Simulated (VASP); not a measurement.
# Sb2S3 (Pnma) in VASP: single point with LDA

Aim: the single point of Sb2S3 with LDA.

Everything below comes from runs of VASP 6.6.1. Logs are shortened: lines on timing, memory, paths and dates and some standing lists are left out, and cuts for length are marked.

## (1) The cell of the first run

It takes space group Pnma (No. 62, orthorhombic). Conventional cell: a = 11.035 Å, b = 3.811 Å, c = 10.802 Å, α = 90.00°, β = 90.00°, γ = 90.00°. Within 3.5 Å of Sb (site symmetry m) lie 7 S at 2.55 to 3.41 Å. Within 3.3 Å of Sb (site symmetry m) lie 7 S at 2.49 to 3.23 Å. S (site symmetry m) has 4 Sb at 2.55 to 3.41 Å and 5 S at 3.25 to 3.54 Å within 3.6 Å. S (site symmetry m) has 5 Sb at 2.49 to 2.97 Å within 3.3 Å. Within 4.0 Å of S (site symmetry m) lie 5 Sb at 2.56 to 3.23 Å and 9 S at 3.25 to 3.91 Å.

## (2) Single point, LDA

INCAR

```
ALGO     = Normal         # electronic algorithm
EDIFF    = 1E-6           # SCF threshold, eV
ENCUT    = 500            # plane-wave cutoff, eV
GGA_COMPAT= False        
ISIF     = 2              # what is computed and relaxed
ISMEAR   = 0              # smearing method
KPAR     = 4            
LASPH    = True           # aspherical terms in the spheres
LCHARG   = True           # write CHGCAR
LREAL    = False          # projectors in reciprocal space
LVHAR    = True         
LWAVE    = False          # write WAVECAR
NBANDS   = 72             # bands
NELM     = 120            # most SCF steps
PREC     = Accurate       # precision mode
SIGMA    = 0.02           # smearing width, eV
```

KPOINTS

```
k-points
0
Gamma
  4 8 4
```

POSCAR

```
Sb2S3
1.0
   11.0353149193      0.0000000000      0.0000000000
    0.0000000000      3.8113858818      0.0000000000
    0.0000000000      0.0000000000     10.8015372546
Sb S
8 12
Direct
    0.4791955184      0.2500000000      0.3257094182
    0.0208044816      0.7500000000      0.8257094182
    0.9791955184      0.2500000000      0.1742905818
    0.5208044816      0.7500000000      0.6742905818
    0.3440013523      0.7500000000      0.0327748196
    0.1559986477      0.2500000000      0.5327748196
    0.8440013523      0.7500000000      0.4672251804
    0.6559986477      0.2500000000      0.9672251804
    0.2877626328      0.2500000000      0.1930507545
    0.2122373672      0.7500000000      0.6930507545
    0.7877626328      0.2500000000      0.3069492455
    0.7122373672      0.7500000000      0.8069492455
    0.5498943418      0.7500000000      0.1271212722
    0.9501056582      0.2500000000      0.6271212722
    0.0498943418      0.7500000000      0.3728787278
    0.4501056582      0.2500000000      0.8728787278
    0.3743744382      0.7500000000      0.4417098344
    0.1256255618      0.2500000000      0.9417098344
    0.8743744382      0.7500000000      0.0582901656
    0.6256255618      0.2500000000      0.5582901656
```

Potentials or basis: VASP PAW LDA potentials, release 64 (Sb, S).

Launch:

```console
> cat potpaw_LDA.64/Sb/POTCAR potpaw_LDA.64/S/POTCAR > POTCAR
> mpirun -np 4 vasp_std > vasp.out
```

OUTCAR:

```text
EDIFF = 1E-6
   ENCUT = 500
   ISIF = 2
   ISMEAR = 0
   LASPH = True
   LREAL = False
   NELM = 120
   PREC = Accurate

 ion  position               nearest neighbor table
   1  0.479  0.250  0.326-   9 2.55  17 2.56  17 2.56  13 2.97  13 2.97  20 2.99
   2  0.021  0.750  0.826-  10 2.55  18 2.56  18 2.56  14 2.97  14 2.97  19 2.99
   3  0.979  0.250  0.174-  11 2.55  19 2.56  19 2.56  15 2.97  15 2.97  18 2.99
   4  0.521  0.750  0.674-  12 2.55  20 2.56  20 2.56  16 2.97  16 2.97  17 2.99
   5  0.344  0.750  0.033-  13 2.49   9 2.65   9 2.65  16 2.83  16 2.83  18 3.23  18 3.23
   6  0.156  0.250  0.533-  14 2.49  10 2.65  10 2.65  15 2.83  15 2.83  17 3.23  17 3.23
   7  0.844  0.750  0.467-  15 2.49  11 2.65  11 2.65  14 2.83  14 2.83  20 3.23  20 3.23
   8  0.656  0.250  0.967-  16 2.49  12 2.65  12 2.65  13 2.83  13 2.83  19 3.23  19 3.23
   9  0.288  0.250  0.193-   1 2.55   5 2.65   5 2.65
  10  0.212  0.750  0.693-   2 2.55   6 2.65   6 2.65
  11  0.788  0.250  0.307-   3 2.55   7 2.65   7 2.65
  12  0.712  0.750  0.807-   4 2.55   8 2.65   8 2.65
  13  0.550  0.750  0.127-   5 2.49   8 2.83   8 2.83   1 2.97   1 2.97
  14  0.950  0.250  0.627-   6 2.49   7 2.83   7 2.83   2 2.97   2 2.97
  15  0.050  0.750  0.373-   7 2.49   6 2.83   6 2.83   3 2.97   3 2.97
  16  0.450  0.250  0.873-   8 2.49   5 2.83   5 2.83   4 2.97   4 2.97
  17  0.374  0.750  0.442-   1 2.56   1 2.56   4 2.99   6 3.23   6 3.23
  18  0.126  0.250  0.942-   2 2.56   2 2.56   3 2.99   5 3.23   5 3.23
  19  0.874  0.750  0.058-   3 2.56   3 2.56   2 2.99   8 3.23   8 3.23
  20  0.626  0.250  0.558-   4 2.56   4 2.56   1 2.99   7 3.23   7 3.23

  LATTYP: Found a simple orthorhombic cell.
 ALAT       =     3.8113858818
 B/A-ratio  =     2.8340182783
 C/A-ratio  =     2.8953549343

  Lattice vectors:

 A1 = (   0.0000000000,   3.8113858818,   0.0000000000)
 A2 = (   0.0000000000,   0.0000000000,  10.8015372546)
 A3 = (  11.0353149193,   0.0000000000,   0.0000000000)

Analysis of symmetry for initial positions (statically):
=====================================================================
 Subroutine PRICEL returns:
 Original cell was already a primitive cell.

 Routine SETGRP: Setting up the symmetry group for a
 simple orthorhombic supercell.

 Subroutine GETGRP returns: Found  8 space group operations
 (whereof  2 operations were pure point group operations)
 out of a pool of  8 trial point group operations.

The static configuration has the point symmetry S_2 .
 The point group associated with its full space group is D_2h.

Analysis of symmetry for dynamics (positions and initial velocities):
=====================================================================
 Subroutine PRICEL returns:
 Original cell was already a primitive cell.

 Routine SETGRP: Setting up the symmetry group for a
 simple orthorhombic supercell.

 Subroutine GETGRP returns: Found  8 space group operations
 (whereof  2 operations were pure point group operations)
 out of a pool of  8 trial point group operations.

The dynamic configuration has the point symmetry S_2 .
 The point group associated with its full space group is D_2h.

 Subroutine INISYM returns: Found  8 space group operations
 (whereof  2 operations are pure point group operations),
 and found     1 'primitive' translations

----------------------------------------------------------------------------------------

                                     Primitive cell

  volume of cell :     454.3110

  direct lattice vectors                    reciprocal lattice vectors
    11.035314919  0.000000000  0.000000000     0.090618166  0.000000000  0.000000000
     0.000000000  3.811385882  0.000000000     0.000000000  0.262371754  0.000000000
     0.000000000  0.000000000 10.801537255     0.000000000  0.000000000  0.092579415

  length of vectors
    11.035314919  3.811385882 10.801537255     0.090618166  0.262371754  0.092579415

  position of ions in fractional coordinates (direct lattice)
     0.479195518  0.250000000  0.325709418
     0.020804482  0.750000000  0.825709418
     0.979195518  0.250000000  0.174290582
     0.520804482  0.750000000  0.674290582
     0.344001352  0.750000000  0.032774820
     0.155998648  0.250000000  0.532774820
[... 12 lines left out ...]
     0.874374438  0.750000000  0.058290166
     0.625625562  0.250000000  0.558290166

  ion indices of the primitive-cell ions
   primitive index   ion index
                 1           1
                 2           2
                 3           3
                 4           4
                 5           5
                 6           6
[... 12 lines left out ...]
                19          19
                20          20

----------------------------------------------------------------------------------------

 KPOINTS: k-points

Automatic generation of k-mesh.
 Grid dimensions read from file:
 generate k-points for:    4    8    4

 Generating k-lattice:

  Cartesian coordinates                     Fractional coordinates (reciprocal lattice)
     0.022654542  0.000000000  0.000000000     0.250000000  0.000000000  0.000000000
     0.000000000  0.032796469  0.000000000     0.000000000  0.125000000  0.000000000
     0.000000000  0.000000000  0.023144854     0.000000000  0.000000000  0.250000000

  Length of vectors
     0.022654542  0.032796469  0.023144854

  Shift w.r.t. Gamma in fractional coordinates (k-lattice)
     0.000000000  0.000000000  0.000000000

 Subroutine IBZKPT returns following result:
 ===========================================

 Found     45 irreducible k-points:

 Following reciprocal coordinates:
            Coordinates               Weight
  0.000000  0.000000  0.000000      1.000000
  0.250000  0.000000  0.000000      2.000000
  0.500000  0.000000  0.000000      1.000000
  0.000000  0.125000  0.000000      2.000000
  0.250000  0.125000  0.000000      4.000000
  0.500000  0.125000  0.000000      2.000000
[... 16 lines left out ...]
  0.250000  0.250000  0.250000      8.000000
  0.500000  0.250000  0.250000      4.000000
 [... further k-points ...]
   k-points           NKPTS =     45   k-points in BZ     NKDIM =     45   number of bands    NBANDS=     72
   number of dos      NEDOS =    301   number of ions     NIONS =     20
   total plane-waves  NPLWV = 179200
   dimension x,y,z NGX =    80 NGY =   28 NGZ =   80
   dimension x,y,z NGXF=   160 NGYF=   56 NGZF=  160
   ions per type =               8  12
   NGX,Y,Z   is equivalent  to a cutoff of  12.05, 12.21, 12.31 a.u.
   NGXF,Y,Z  is equivalent  to a cutoff of  24.10, 24.43, 24.63 a.u.
 SYSTEM =  unknown system
   PREC   = accura    normal or accurate (medium, high low for compatibility)
   ISTART =      0    job   : 0-new  1-cont  2-samecut
   ICHARG =      2    charge: 1-file 2-atom 10-const
   ISPIN  =      1    spin polarized calculation?
   LNONCOLLINEAR =      F non collinear calculations
   LSORBIT =      F    spin-orbit coupling
   LASPH  =      T    aspherical Exc in radial PAW
   ENCUT  =  500.0 eV  36.75 Ry    6.06 a.u.  20.12  6.95 19.69*2*pi/ulx,y,z
   NELM   =    120;   NELMIN=  2; NELMDL= -5     # of ELM steps
   EDIFF  = 0.1E-05   stopping-criterion for ELM
   LREAL  =      F    real-space projection
   EDIFFG = 0.1E-04   stopping-criterion for IOM
   NSW    =      0    number of steps for IOM
   IBRION =     -1    ionic relax: 0-MD 1-quasi-New 2-CG
   NFREE  =      0    steps in history (QN), initial steepest desc. (CG)
   ISIF   =      2    stress and relaxation
   ISYM   =      2    0-nonsym 1-usesym 2-fastsym
   POTIM  = 0.5000    time-step for ionic-motion
   TEBEG  =    0.0;   TEEND  =   0.0 temperature during run
   PSTRESS=    0.0 pullay stress
   NELECT =     112.0000    total number of electrons
   NUPDOWN=      -1.0000    fix difference up-down
   EMIN   =  10.00;   EMAX   =-10.00  energy-range for DOS
   EFERMI =   0.00;   METHOD = LEGACY
   ISMEAR =     0;   SIGMA  =   0.02  broadening in eV -4-tet -1-fermi 0-gaus
   EFERMI_NEDOS =   21; number of points for ismear=-14 and -15
   IALGO  =     38    algorithm
   IMIX   =      4    mixing-type and parameters
     AMIX     =   0.40;   BMIX     =  1.00
     AMIX_MAG =   1.60;   BMIX_MAG =  1.00
  volume/ion in A,a.u.               =      22.72       153.29
  Fermi-wavevector in a.u.,A,eV,Ry     =   1.026510  1.939822 14.336763  1.053722
  Thomas-Fermi vector in A             =   2.160406
   LORBIT       =      0    0 simple, 1 ext, 2 COOP (PROOUT), +10 PAW based schemes
   GGA     = CA    functional components
   LHFCALC =     F    Hartree Fock is set to
   AEXX    =    0.0000 exact exchange contribution
   IVDW    =     0    specifies the selected vdW correction
   LEPSILON=     F    determine dielectric tensor
   LRPA    =     F    only Hartree local field effects (RPA)
 non-spin polarized calculation
 Gauss-broadening in eV      SIGMA  =   0.02
  energy-cutoff  :      500.00
  volume of cell :      454.31
 maximum number of plane-waves:     11584
   NGX = 41   NGY = 13   NGZ = 39

 number of electron     111.9999977 magnetization

 Free energy of the ion-electron system (eV)
  ---------------------------------------------------
  ext. energy  EPLUGINS =         0.00000000
  ---------------------------------------------------
  free energy    TOTEN  =      -100.44089051 eV

  energy without entropy =     -100.44089051  energy(sigma->0) =     -100.44089051

 E-fermi :   6.1095     XC(G=0): -10.0754

 val. band max:        5.9943312961   @ k =   0.0000   0.0000   0.0000
 cond. band min:       7.0733389147   @ k =   0.0000   0.0000   0.0000
 fundamental gap:      1.0790076187
 Fermi energy:         6.1095122041

 k-point     1 :       0.0000    0.0000    0.0000
  band No.  band energies     occupation
      1      -8.6264      2.00000
      2      -8.2422      2.00000
      3      -7.7729      2.00000
      4      -7.6559      2.00000
      5      -7.6040      2.00000
      6      -7.2674      2.00000
[... 60 lines left out ...]
     67       8.6786      0.00000
     68       8.8417      0.00000
[... 1631 lines left out ...]
     67       9.3248      0.00000
     68       9.3248      0.00000

 [... further k-points ...]

 [bands above 68 left out]

------------------------ aborting loop because EDIFF is reached ----------------------------------------

  FORCE on cell =-STRESS in cart. coord.  units (eV):
  Direction    XX          YY          ZZ          XY          YZ          ZX
  --------------------------------------------------------------------------------------
  -------------------------------------------------------------------------------------
  Total        0.3921522      0.2553843      0.3155374      0.0000000      0.0000000      0.0000000
  in kB        1.3829677      0.9006407      1.1127771      0.0000000      0.0000000      0.0000000
  external PRESSURE =       1.1321285 kB  Pullay stress =       0.0000000 kB

 VOLUME and BASIS-vectors are now :
 -----------------------------------------------------------------------------
  energy-cutoff  :      500.00
  volume of cell :      454.31
      direct lattice vectors                 reciprocal lattice vectors
    11.035314919  0.000000000  0.000000000     0.090618166  0.000000000  0.000000000
     0.000000000  3.811385882  0.000000000     0.000000000  0.262371754  0.000000000
     0.000000000  0.000000000 10.801537255     0.000000000  0.000000000  0.092579415

 POSITION                                       TOTAL-FORCE (eV/Angst)
 -----------------------------------------------------------------------------------
      5.28807      0.95285      3.51816         0.046485      0.000000     -0.017133
      0.22958      2.85854      8.91893        -0.046485      0.000000     -0.017133
     10.80573      0.95285      1.88261         0.046485     -0.000000      0.017133
      5.74724      2.85854      7.28337        -0.046485      0.000000      0.017133
      3.79616      2.85854      0.35402        -0.026479     -0.000000     -0.035638
      1.72149      0.95285      5.75479         0.026479     -0.000000     -0.035638
[... 12 lines left out ...]
      9.64900      2.85854      0.62962        -0.033015     -0.000000     -0.020806
      6.90398      0.95285      6.03039         0.033015      0.000000     -0.020806
 -----------------------------------------------------------------------------------
    total drift:                                0.000000     -0.000000      0.000000

  FREE ENERGIE OF THE ION-ELECTRON SYSTEM (eV)
  ---------------------------------------------------
  free  energy   TOTEN  =      -100.4408905127 eV

  energy  without entropy=     -100.4408905127  energy(sigma->0) =     -100.44089051
```

It took 8.9 min on 4 MPI ranks of Intel Xeon Platinum 8259CL at 2.50GHz (Skylake/Cascade Lake), shared host; peak memory 0.98 GiB.

Results:

* Free energy: -100.4409 eV
* Pressure: 0.1 GPa
* Largest force: 0.050 eV/Å
* Band gap on the k mesh: 1.08 eV

Forces on the atoms (eV/Å):
```
Sb   0.046  0.000 -0.017
Sb  -0.046  0.000 -0.017
Sb   0.046  0.000  0.017
Sb  -0.046  0.000  0.017
Sb  -0.026  0.000 -0.036
Sb   0.026  0.000 -0.036
Sb  -0.026  0.000  0.036
Sb   0.026  0.000  0.036
S   -0.027  0.000  0.015
S    0.027  0.000  0.015
S   -0.027  0.000 -0.015
S    0.027  0.000 -0.015
S    0.030  0.000  0.018
S   -0.030  0.000  0.018
S    0.030  0.000 -0.018
S   -0.030  0.000 -0.018
S   -0.033  0.000  0.021
S    0.033  0.000  0.021
S   -0.033  0.000 -0.021
S    0.033  0.000 -0.021
```

Caveat: spin-orbit coupling is left out, which moves the levels of the heavy elements.
